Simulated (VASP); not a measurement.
# N2 in VASP: notebook

N2 is run at these levels: PBEsol; tasks: single point, relaxation of the atoms.

Everything below comes from runs of VASP 6.6.1. Logs are shortened: lines on timing, memory, paths and dates and some standing lists are left out, and cuts for length are marked.

**1. The cell of the first run**

The cell holds a molecule in a box, 2 atoms: a = 15.000 Å, b = 15.500 Å, c = 16.000 Å, α = 90.00°, β = 90.00°, γ = 90.00°.

**2. Single point, PBEsol**

INCAR reads:

```
PREC = Accurate
ENCUT = 520
EDIFF = 1E-6
ISMEAR = 0
SIGMA = 0.005
LREAL = F
LASPH = T
NELM = 120
ALGO = Normal
ISIF = 2
LWAVE = F
LCHARG = F
GGA = PS
NBANDS = 12
ISYM = 0
GGA_COMPAT = F
NELMDL = -8
```

KPOINTS reads:

```
regular mesh
0
Gamma
  1 1 1
```

POSCAR reads:

```
N
1.0
   15.0000000000      0.0000000000      0.0000000000
    0.0000000000     15.5000000000      0.0000000000
    0.0000000000      0.0000000000     16.0000000000
N
2
Direct
    0.5018552368      0.4990168044      0.4656845703
    0.4981447632      0.5009831956      0.5343154297
```

Potentials or basis: VASP PAW PBE potentials, release 64 (N).

Command:

```sh
> cat potpaw_PBE.64/N/POTCAR > POTCAR
> mpirun -np 1 vasp_gam > vasp.out
```

OUTCAR:

```text
PREC = Accurate
   ENCUT = 520
   EDIFF = 1E-6
   ISMEAR = 0
   LREAL = F
   LASPH = T
   NELM = 120
   ISIF = 2
   GGA = PS
   ISYM = 0
   NELMDL = -8

 ion  position               nearest neighbor table
   1  0.502  0.499  0.466-   2 1.10
   2  0.498  0.501  0.534-   1 1.10

IMPORTANT INFORMATION: All symmetrisations will be switched off!
NOSYMM: (Re-)initialisation of all symmetry stuff for point group C_1.

----------------------------------------------------------------------------------------

                                     Primitive cell

  volume of cell :    3720.0000

  direct lattice vectors                    reciprocal lattice vectors
    15.000000000  0.000000000  0.000000000     0.066666667  0.000000000  0.000000000
     0.000000000 15.500000000  0.000000000     0.000000000  0.064516129  0.000000000
     0.000000000  0.000000000 16.000000000     0.000000000  0.000000000  0.062500000

  length of vectors
    15.000000000 15.500000000 16.000000000     0.066666667  0.064516129  0.062500000

  position of ions in fractional coordinates (direct lattice)
     0.501855237  0.499016804  0.465684570
     0.498144763  0.500983196  0.534315430

  ion indices of the primitive-cell ions
   primitive index   ion index
                 1           1
                 2           2

----------------------------------------------------------------------------------------

 KPOINTS: regular mesh

Automatic generation of k-mesh.
 Grid dimensions read from file:
 generate k-points for:    1    1    1

 Generating k-lattice:

  Cartesian coordinates                     Fractional coordinates (reciprocal lattice)
     0.066666667  0.000000000  0.000000000     1.000000000  0.000000000  0.000000000
     0.000000000  0.064516129  0.000000000     0.000000000  1.000000000  0.000000000
     0.000000000  0.000000000  0.062500000     0.000000000  0.000000000  1.000000000

  Length of vectors
     0.066666667  0.064516129  0.062500000

  Shift w.r.t. Gamma in fractional coordinates (k-lattice)
     0.000000000  0.000000000  0.000000000

 Subroutine IBZKPT returns following result:
 ===========================================

 Found      1 irreducible k-points:

 Following reciprocal coordinates:
            Coordinates               Weight
  0.000000  0.000000  0.000000      1.000000
   k-points           NKPTS =      1   k-points in BZ     NKDIM =      1   number of bands    NBANDS=     12
   number of dos      NEDOS =    301   number of ions     NIONS =      2
   total plane-waves  NPLWV = ******
   dimension x,y,z NGX =   112 NGY =  120 NGZ =  120
   dimension x,y,z NGXF=   224 NGYF=  240 NGZF=  240
   ions per type =               2
   NGX,Y,Z   is equivalent  to a cutoff of  12.41, 12.87, 12.47 a.u.
   NGXF,Y,Z  is equivalent  to a cutoff of  24.83, 25.74, 24.94 a.u.
 SYSTEM =  unknown system
   PREC   = accura    normal or accurate (medium, high low for compatibility)
   ISTART =      0    job   : 0-new  1-cont  2-samecut
   ICHARG =      2    charge: 1-file 2-atom 10-const
   ISPIN  =      1    spin polarized calculation?
   LNONCOLLINEAR =      F non collinear calculations
   LSORBIT =      F    spin-orbit coupling
   LASPH  =      T    aspherical Exc in radial PAW
   ENCUT  =  520.0 eV  38.22 Ry    6.18 a.u.  27.89 28.82 29.75*2*pi/ulx,y,z
   NELM   =    120;   NELMIN=  2; NELMDL= -8     # of ELM steps
   EDIFF  = 0.1E-05   stopping-criterion for ELM
   LREAL  =      F    real-space projection
   EDIFFG = 0.1E-04   stopping-criterion for IOM
   NSW    =      0    number of steps for IOM
   IBRION =     -1    ionic relax: 0-MD 1-quasi-New 2-CG
   NFREE  =      0    steps in history (QN), initial steepest desc. (CG)
   ISIF   =      2    stress and relaxation
   ISYM   =      0    0-nonsym 1-usesym 2-fastsym
   POTIM  = 0.5000    time-step for ionic-motion
   TEBEG  =    0.0;   TEEND  =   0.0 temperature during run
   PSTRESS=    0.0 pullay stress
   NELECT =      10.0000    total number of electrons
   NUPDOWN=      -1.0000    fix difference up-down
   EMIN   =  10.00;   EMAX   =-10.00  energy-range for DOS
   EFERMI =   0.00;   METHOD = LEGACY
   ISMEAR =     0;   SIGMA  =   0.01  broadening in eV -4-tet -1-fermi 0-gaus
   EFERMI_NEDOS =   21; number of points for ismear=-14 and -15
   IALGO  =     38    algorithm
   IMIX   =      4    mixing-type and parameters
     AMIX     =   0.40;   BMIX     =  1.00
     AMIX_MAG =   1.60;   BMIX_MAG =  1.00
  volume/ion in A,a.u.               =    1860.00     12551.90
  Fermi-wavevector in a.u.,A,eV,Ry     =   0.227629  0.430156  0.704984  0.051815
  Thomas-Fermi vector in A             =   1.017343
   LORBIT       =      0    0 simple, 1 ext, 2 COOP (PROOUT), +10 PAW based schemes
   GGA     = PS    functional components
   LHFCALC =     F    Hartree Fock is set to
   AEXX    =    0.0000 exact exchange contribution
   IVDW    =     0    specifies the selected vdW correction
   LEPSILON=     F    determine dielectric tensor
   LRPA    =     F    only Hartree local field effects (RPA)
 non-spin polarized calculation
 Gauss-broadening in eV      SIGMA  =   0.01
  energy-cutoff  :      520.00
  volume of cell :     3720.00
 maximum number of plane-waves:     50071
 NGX is ok and might be reduce to   112
   NGX = 55   NGY = 57   NGZ = 59

 number of electron      10.0000000 magnetization

 Free energy of the ion-electron system (eV)
  ---------------------------------------------------
  ext. energy  EPLUGINS =         0.00000000
  ---------------------------------------------------
  free energy    TOTEN  =       -17.05060716 eV

  energy without entropy =      -17.05060716  energy(sigma->0) =      -17.05060716

 E-fermi : -10.0922     XC(G=0):  -0.1796

 val. band max:      -10.1302482104   @ k =   0.0000   0.0000   0.0000
 cond. band min:      -1.9421832041   @ k =   0.0000   0.0000   0.0000
 fundamental gap:      8.1880650063
 Fermi energy:       -10.0921649509

 k-point     1 :       0.0000    0.0000    0.0000
  band No.  band energies     occupation
      1     -28.3149      2.00000
      2     -13.3333      2.00000
      3     -11.6379      2.00000
      4     -11.6379      2.00000
      5     -10.1302      2.00000
      6      -1.9422      0.00000
      7      -1.9422      0.00000
      8      -0.1042      0.00000
      9       0.4080      0.00000
     10       0.4990      0.00000
     11       0.5206      0.00000
     12       0.6024      0.00000

------------------------ aborting loop because EDIFF is reached ----------------------------------------

  FORCE on cell =-STRESS in cart. coord.  units (eV):
  Direction    XX          YY          ZZ          XY          YZ          ZX
  --------------------------------------------------------------------------------------
  -------------------------------------------------------------------------------------
  Total       -0.0539433     -0.0576921      1.9663653     -0.0028501      0.0561904     -0.1026613
  in kB       -0.0232330     -0.0248476      0.8468994     -0.0012275      0.0242008     -0.0442155
  external PRESSURE =       0.2662730 kB  Pullay stress =       0.0000000 kB

 VOLUME and BASIS-vectors are now :
 -----------------------------------------------------------------------------
  energy-cutoff  :      520.00
  volume of cell :     3720.00
      direct lattice vectors                 reciprocal lattice vectors
    15.000000000  0.000000000  0.000000000     0.066666667  0.000000000  0.000000000
     0.000000000 15.500000000  0.000000000     0.000000000  0.064516129  0.000000000
     0.000000000  0.000000000 16.000000000     0.000000000  0.000000000  0.062500000

 POSITION                                       TOTAL-FORCE (eV/Angst)
 -----------------------------------------------------------------------------------
      7.52783      7.73476      7.45095         0.094875     -0.051956     -1.872092
      7.47217      7.76524      8.54905        -0.094875      0.051956      1.872092
 -----------------------------------------------------------------------------------
    total drift:                                0.000000     -0.000000     -0.000008

  FREE ENERGIE OF THE ION-ELECTRON SYSTEM (eV)
  ---------------------------------------------------
  free  energy   TOTEN  =       -17.0506071581 eV

  energy  without entropy=      -17.0506071581  energy(sigma->0) =      -17.05060716
```

Run time: 3.8 min. Hardware: 1 thread of Intel Xeon Platinum 8259CL at 2.50GHz (Skylake/Cascade Lake), shared host; peak memory 2 GiB.

Results:

```yaml
Free_energy: -17.0506 eV
Largest_force: 1.875 eV/Å
Gap_between_the_frontier_levels: 8.19 eV
```

Forces in eV/Å, atoms in the order of the input:
```
N    0.095 -0.052 -1.872
N   -0.095  0.052  1.872
```

Levels at points of the mesh, in eV from the valence-band top:
```csv
k point,band 2,band 3,band 4,band 5,band 6,band 7,band 8,band 9
"(0.00, 0.00, 0.00)",-3.20,-1.51,-1.51,0.00,8.19,8.19,10.03,10.54
```

Caveat: the standard files for N, O and F lose accuracy on very short bonds; the PAW data sets were made with another functional, which shifts forces and pressure a little.

**3. Relaxation of the atoms, PBEsol**

INCAR reads:

```
PREC = Accurate ; ENCUT = 520
EDIFF = 1E-7 ; ISMEAR = 0
SIGMA = 0.005 ; LREAL = F
LASPH = T ; NELM = 120
ALGO = Normal ; ISIF = 2
LWAVE = F ; LCHARG = F
GGA = PS ; IBRION = 2
NSW = 100 ; EDIFFG = -0.01
ISYM = 0 ; GGA_COMPAT = F
NELMIN = 4 ; NELMDL = -8
```

KPOINTS reads:

```
Automatic mesh
0
Gamma
  1 1 1
```

POSCAR reads:

```
N
1.0
   15.0000000000      0.0000000000      0.0000000000
    0.0000000000     15.5000000000      0.0000000000
    0.0000000000      0.0000000000     16.0000000000
N
2
Direct
    0.5017982093      0.4990469909      0.4667333543
    0.4982017907      0.5009530091      0.5332666457
```

Potentials or basis: VASP PAW PBE potentials, release 64 (N).

Command:

```sh
> cat potpaw_PBE.64/N/POTCAR > POTCAR
> mpirun -np 1 vasp_gam > vasp.out
```

OUTCAR:

```text
PREC = Accurate
   ENCUT = 520
   EDIFF = 1E-7
   ISMEAR = 0
   LREAL = F
   LASPH = T
   NELM = 120
   ISIF = 2
   GGA = PS
   IBRION = 2
   NSW = 100
   EDIFFG = -0.01
   ISYM = 0
   NELMIN = 4
   NELMDL = -8

 ion  position               nearest neighbor table
   1  0.502  0.499  0.467-   2 1.07
   2  0.498  0.501  0.533-   1 1.07

IMPORTANT INFORMATION: All symmetrisations will be switched off!
NOSYMM: (Re-)initialisation of all symmetry stuff for point group C_1.

----------------------------------------------------------------------------------------

                                     Primitive cell

  volume of cell :    3720.0000

  direct lattice vectors                    reciprocal lattice vectors
    15.000000000  0.000000000  0.000000000     0.066666667  0.000000000  0.000000000
[... 196 lines left out ...]
  band No.  band energies     occupation
      1     -23.9657      2.00000
      2     -15.3662      2.00000
      3      -9.8816      2.00000
      4      -9.6647      2.00000
      5      -9.6647      2.00000
      6      -4.6689      0.00000
      7      -4.6689      0.00000
      8      -0.1360      0.00000
      9       0.3760      0.00000
[... 141 lines left out ...]
--------------------------------------- Ionic step        7  -------------------------------------------

 number of electron      10.0000002 magnetization

 Free energy of the ion-electron system (eV)
  ---------------------------------------------------
  ext. energy  EPLUGINS =         0.00000000
  ---------------------------------------------------
  free energy    TOTEN  =       -17.06143361 eV

  energy without entropy =      -17.06143361  energy(sigma->0) =      -17.06143361

 E-fermi : -10.0647     XC(G=0):  -0.1707

 val. band max:      -10.1238490558   @ k =   0.0000   0.0000   0.0000
 cond. band min:      -2.0776509306   @ k =   0.0000   0.0000   0.0000
 fundamental gap:      8.0461981252
 Fermi energy:       -10.0646563995

 k-point     1 :       0.0000    0.0000    0.0000
  band No.  band energies     occupation
      1     -28.1313      2.00000
      2     -13.4176      2.00000
      3     -11.5414      2.00000
      4     -11.5414      2.00000
      5     -10.1238      2.00000
      6      -2.0777      0.00000
      7      -2.0776      0.00000
      8      -0.0973      0.00000
      9       0.4138      0.00000
[... 27 lines left out ...]
  FREE ENERGIE OF THE ION-ELECTRON SYSTEM (eV)
  ---------------------------------------------------
  free  energy   TOTEN  =       -17.0614336120 eV

  energy  without entropy=      -17.0614336120  energy(sigma->0) =      -17.06143361

 reached required accuracy - stopping structural energy minimisation
```

OSZICAR:

```text
N       E                     dE             d eps       ncg     rms          rms(c)
DAV:   1     0.107851644704E+03    0.10785E+03   -0.18540E+03    26   0.509E+02
DAV:   2     0.296461828394E+02   -0.78205E+02   -0.77972E+02    34   0.725E+01
DAV:   3    -0.146688287540E+02   -0.44315E+02   -0.44310E+02    27   0.958E+01
[... 135 lines left out ...]
DAV:   8    -0.170614330288E+02   -0.25572E-06   -0.46811E-10    20   0.395E-04    0.481E-05
DAV:   9    -0.170614332799E+02   -0.25103E-06    0.56559E-10    20   0.287E-04    0.308E-05
DAV:  10    -0.170614334298E+02   -0.14990E-06    0.44342E-09    20   0.146E-04    0.155E-05
DAV:  11    -0.170614335602E+02   -0.13039E-06    0.10364E-08    20   0.152E-04    0.199E-05
DAV:  12    -0.170614336120E+02   -0.51850E-07    0.17537E-08    20   0.791E-05
   7 F= -.17061434E+02 E0= -.17061434E+02  d E =-.176715E+00
```

Wall time 27 min (1 thread of Intel Xeon Platinum 8259CL at 2.50GHz (Skylake/Cascade Lake), shared host); peak memory 2.1 GiB.

Results:

- Free energy: -17.0614 eV
- Largest force after relaxing: 0.004 eV/Å
- Gap between the frontier levels: 8.05 eV

Forces in eV/Å, atoms in the order of the input:
```
N    0.000  0.000 -0.004
N    0.000  0.000  0.004
```

Final structure:
```
N
1.0
    15.00000    0.00000    0.00000
     0.00000   15.50000    0.00000
     0.00000    0.00000   16.00000
N
2
Cartesian
  7.5281 7.7346 7.4451
  7.4719 7.7654 8.5549
```

Caveat: the standard files for N, O and F lose accuracy on very short bonds; the PAW data sets were made with another functional, which shifts forces and pressure a little.
